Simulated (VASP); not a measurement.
# BN (Cm) in VASP: further runs, part 2 of 2

VASP 6.6.1.

### 4 Single point, PBE (atom 1 (B) moved by (-0.450, +0.450) A along y and z)

Input file INCAR:

```
SYSTEM = BN
PREC = Accurate
ENCUT = 520
EDIFF = 1E-6
ISMEAR = 0
SIGMA = 0.05
LREAL = .FALSE.
LASPH = .TRUE.
NELM = 60
ALGO = Normal
ISIF = 2
LWAVE = .FALSE.
LCHARG = .TRUE.
GGA = PE
LELF = .TRUE.
LVHAR = .TRUE.
NBANDS = 16
```

Input file KPOINTS:

```
regular mesh
0
G
  12 12 6
  0 0 0
```

Input file POSCAR:

```
BN
1.0
    2.5539396017      0.0000000000      0.0000000000
   -1.2769698009      2.2117765748      0.0000000000
    0.0000000000      0.0000000000      4.2268550000
B N
2 2
Direct
    0.5649384892      0.1298769783      1.1061861332
    0.3333333333      0.6666666667      0.4997240000
    0.6666666667      0.3333333333      0.6252760000
    0.3333333333      0.6666666667      0.1252760000
```

Potentials or basis: VASP PAW PBE potentials, release 64 (B, N).

Launch:

```sh
> cat potpaw_PBE.64/B/POTCAR potpaw_PBE.64/N/POTCAR > POTCAR
> mpirun -np 1 vasp_std > vasp.out
```

OUTCAR:

```text
SYSTEM = BN
   PREC = Accurate
   ENCUT = 520
   EDIFF = 1E-6
   ISMEAR = 0
   LREAL = .FALSE.
   LASPH = .TRUE.
   NELM = 60
   ISIF = 2
   GGA = PE

 ion  position               nearest neighbor table
   1  0.565  0.130  0.106-   4 1.03   4 1.75   4 1.75   2 1.95
   2  0.333  0.667  0.500-   3 1.57   3 1.57   3 1.57   4 1.58   1 1.95
   3  0.667  0.333  0.625-   2 1.57   2 1.57   2 1.57
   4  0.333  0.667  0.125-   1 1.03   2 1.58   1 1.75   1 1.75

  LATTYP: Found a hexagonal cell.
 ALAT       =     2.5539396017
 C/A-ratio  =     1.6550332659

  Lattice vectors:

 A1 = (   2.5539396017,   0.0000000000,   0.0000000000)
 A2 = (  -1.2769698009,   2.2117765748,   0.0000000000)
 A3 = (   0.0000000000,   0.0000000000,   4.2268550000)

Analysis of symmetry for initial positions (statically):
=====================================================================
 Subroutine PRICEL returns:
 Original cell was already a primitive cell.

 Routine SETGRP: Setting up the symmetry group for a
 hexagonal supercell.

 Subroutine GETGRP returns: Found  2 space group operations
 (whereof  2 operations were pure point group operations)
 out of a pool of 24 trial point group operations.

The static configuration has the point symmetry C_1h.

Analysis of symmetry for dynamics (positions and initial velocities):
=====================================================================
 Subroutine PRICEL returns:
 Original cell was already a primitive cell.

 Routine SETGRP: Setting up the symmetry group for a
 hexagonal supercell.

 Subroutine GETGRP returns: Found  2 space group operations
 (whereof  2 operations were pure point group operations)
 out of a pool of 24 trial point group operations.

The dynamic configuration has the point symmetry C_1h.

 Subroutine INISYM returns: Found  2 space group operations
 (whereof  2 operations are pure point group operations),
 and found     1 'primitive' translations

[... 119 lines left out ...]
  volume/ion in A,a.u.               =       5.97        40.28
  Fermi-wavevector in a.u.,A,eV,Ry     =   1.432600  2.707222 27.923836  2.052344
  Thomas-Fermi vector in A             =   2.552210
   LORBIT       =      0    0 simple, 1 ext, 2 COOP (PROOUT), +10 PAW based schemes
   GGA     = PE    functional components
   LHFCALC =     F    Hartree Fock is set to
   AEXX    =    0.0000 exact exchange contribution
   IVDW    =     0    specifies the selected vdW correction
   LEPSILON=     F    determine dielectric tensor
   LRPA    =     F    only Hartree local field effects (RPA)
 non-spin polarized calculation
 Gauss-broadening in eV      SIGMA  =   0.05
  energy-cutoff  :      520.00
  volume of cell :       23.88
 maximum number of plane-waves:       660
   NGX =  9   NGY =  9   NGZ = 15

 number of electron      16.0000000 magnetization

 Free energy of the ion-electron system (eV)
  ---------------------------------------------------
  ext. energy  EPLUGINS =         0.00000000
  ---------------------------------------------------
  free energy    TOTEN  =       -25.79356880 eV

  energy without entropy =      -25.79356880  energy(sigma->0) =      -25.79356880

 E-fermi :   8.1957     XC(G=0): -12.6571

 val. band max:        7.8910812123   @ k =   0.0000   0.0000   0.0000
 cond. band min:      10.6786268226   @ k =   0.5000   0.0000   0.0000
 fundamental gap:      2.7875456104
 Fermi energy:         8.1957077898

 k-point     1 :       0.0000    0.0000    0.0000
  band No.  band energies     occupation
      1     -14.0085      2.00000
      2      -8.8276      2.00000
      3      -3.6684      2.00000
      4       0.2249      2.00000
      5       5.4148      2.00000
      6       7.1256      2.00000
[... 433 lines left out ...]
      3      -2.5920      2.00000
      4      -1.1027      2.00000
      5       0.3217      2.00000
      6       2.0858      2.00000
[... 8 lines left out ...]
     15      22.1656      0.00000
     16      24.8372      0.00000

 [... further k-points ...]

------------------------ aborting loop because EDIFF is reached ----------------------------------------

  FORCE on cell =-STRESS in cart. coord.  units (eV):
  Direction    XX          YY          ZZ          XY          YZ          ZX
  --------------------------------------------------------------------------------------
  -------------------------------------------------------------------------------------
  Total        0.9180090     41.6554240      4.6951239     -0.0000000     -1.9258170      0.0000000
  in kB       61.6010759   2795.2001788    315.0564804     -0.0000001   -129.2279252      0.0000000
  external PRESSURE =    1057.2859117 kB  Pullay stress =       0.0000000 kB

 VOLUME and BASIS-vectors are now :
 -----------------------------------------------------------------------------
  energy-cutoff  :      520.00
  volume of cell :       23.88
      direct lattice vectors                 reciprocal lattice vectors
     2.553939602  0.000000000  0.000000000     0.391551938  0.226062617  0.000000000
    -1.276969801  2.211776575  0.000000000     0.000000000  0.452125233  0.000000000
     0.000000000  0.000000000  4.226855000     0.000000000  0.000000000  0.236582518

 POSITION                                       TOTAL-FORCE (eV/Angst)
 -----------------------------------------------------------------------------------
      1.27697      0.28726      0.44883        -0.000000     45.475548     -7.484473
     -0.00000      1.47452      2.11226         0.000000     -0.106917      4.883199
      1.27697      0.73726      2.64295         0.000000     -0.200662     -2.332603
     -0.00000      1.47452      0.52952         0.000000    -45.167968      4.933877
 -----------------------------------------------------------------------------------
    total drift:                               -0.000001     -0.000273     -0.000314

  FREE ENERGIE OF THE ION-ELECTRON SYSTEM (eV)
  ---------------------------------------------------
  free  energy   TOTEN  =       -25.7935687959 eV

  energy  without entropy=      -25.7935687959  energy(sigma->0) =      -25.79356880
```

OSZICAR:

```text
N       E                     dE             d eps       ncg     rms          rms(c)
DAV:   1     0.472631542505E+02    0.47263E+02   -0.85038E+03  7792   0.973E+02
DAV:   2    -0.279737765526E+02   -0.75237E+02   -0.70020E+02 10912   0.239E+02
DAV:   3    -0.302630777228E+02   -0.22893E+01   -0.22840E+01  8560   0.388E+01
DAV:   4    -0.302693715167E+02   -0.62938E-02   -0.62935E-02  9928   0.232E+00
DAV:   5    -0.302693945576E+02   -0.23041E-04   -0.23041E-04  8544   0.127E-01    0.135E+01
DAV:   6    -0.262109045731E+02    0.40585E+01   -0.48639E+00  9840   0.212E+01    0.584E+00
DAV:   7    -0.258359228593E+02    0.37498E+00   -0.10021E+00  8960   0.853E+00    0.317E+00
DAV:   8    -0.257914432973E+02    0.44480E-01   -0.76425E-02 10192   0.279E+00    0.831E-01
DAV:   9    -0.257935056572E+02   -0.20624E-02   -0.11369E-02  8816   0.968E-01    0.234E-01
DAV:  10    -0.257934856837E+02    0.19974E-04   -0.70681E-04  9904   0.257E-01    0.682E-02
DAV:  11    -0.257935605752E+02   -0.74892E-04   -0.14822E-04  9080   0.105E-01    0.321E-02
DAV:  12    -0.257935663654E+02   -0.57902E-05   -0.58019E-06 10064   0.245E-02    0.120E-02
DAV:  13    -0.257935686834E+02   -0.23180E-05   -0.24434E-06  9216   0.132E-02    0.230E-03
DAV:  14    -0.257935687959E+02   -0.11254E-06   -0.12308E-07  5088   0.374E-03
   1 F= -.25793569E+02 E0= -.25793569E+02  d E =-.437210E-20
```

stdout:

```text
POSCAR found type information on POSCAR B N
 POSCAR found :  2 types and       4 ions
 scaLAPACK will be used
 LDA part: xc-table for (Slater+PW92), standard interpolation
 POSCAR, INCAR and KPOINTS ok, starting setup
 FFT: planning ... GRIDC
 FFT: planning ... GRID_SOFT
 FFT: planning ... GRID
 WAVECAR not read
 entering main loop
```

Run time: 34 s. Hardware: 1 thread of Intel Xeon 6975P-C (Granite Rapids), shared host; peak memory 0.19 GiB.

What came out:

* Free energy: -25.7936 eV
* Pressure: 105.7 GPa
* Largest force: 46.087 eV/Å
* Band gap on the k mesh: 2.79 eV (least direct gap 3.46 eV)

Forces on the atoms (eV/Å):
```
B     0.000  45.476  -7.484
B     0.000  -0.107   4.883
N     0.000  -0.201  -2.333
N     0.000 -45.168   4.934
```

Caveat: the cell differs from its parent crystal (atom 1 (B) moved by (-0.450, +0.450) A along y and z); atoms lie so close that the PAW spheres overlap strongly, which falsifies energies and pressures; the stress differs along the axes, from 6 to 280 GPa; forces of over 1 eV/Å act on the atoms, so gaps and moduli don't describe the material at rest.

### 5 Summary

```csv
cell,gap on the mesh (eV),pressure (GPa),largest force (eV/Å)
"as given, atomic positions A",none,51.6,21.18
"as given, atomic positions B",3.02,49.7,22.97
"as given, atomic positions C",2.79,105.7,46.09
```

Alike in all rows: task single point; level PBE; potentials or basis VASP PAW PBE potentials, release 64 (B, N); no spin polarisation; k mesh 12 × 12 × 6; cutoff (eV) 520; smearing gaussian 0.05 eV.

Caveats: forces of over 1 eV/Å act on the atoms, so gaps and moduli don't describe the material at rest; the stress differs along the axes, from 39 to 70 GPa (at least some runs); semilocal functionals underestimate gaps, and a narrow one can read as zero (at least some runs); the stress differs along the axes, from 16 to 104 GPa (at least some runs); atoms lie so close that the PAW spheres overlap strongly, which falsifies energies and pressures (at least some runs); the stress differs along the axes, from 6 to 280 GPa (at least some runs).

Total energies depend on the potentials used, so only differences within one code and one set of settings carry meaning.

The gap in the log of VASP goes by the Fermi energy; the results here count the filled bands.